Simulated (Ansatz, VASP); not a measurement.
# Two plane-wave programs on Cd2As

```
Cd As
1.0
     4.87157    0.00000    0.00000
    -2.43579    4.21890    0.00000
     0.00000    0.00000    3.27591
Cd As
2 1
Direct
  0.33333 0.66667 0.50000
  0.66667 0.33333 0.50000
  0.00000 0.00000 0.00000
```

Alike in both runs: functional PBE; k mesh 6 × 6 × 4; occupations gaussian, width 0.1 eV; no spin polarisation.

Ansatz relaxed the structure, and its values are those at the end. VASP's run is a single point on that final structure, the one shown.

|  | VASP | Ansatz |
| --- | --- | --- |
| version | VASP 6.6.1 | Ansatz 0.2.0 |
| potentials or method | VASP PAW PBE potentials, release 64 (Cd, As), cutoff 520 eV | scalar-relativistic, plane waves, PAW |
| valence electrons in the cell | 29 | 55 |

```csv
,VASP,Ansatz,Ansatz less VASP
gap on the k mesh at the Fermi level (eV),none,none,-
pressure (GPa),0.4,0.1,-0.30
```

A gap of «none» marks a metal or a gap that the smearing closes. VASP's potentials hold 29 valence electrons a cell and Ansatz's 55, so a difference there can come from the potentials and not from the codes.

The k mesh is coarse, so the values compare programs but aren't converged.
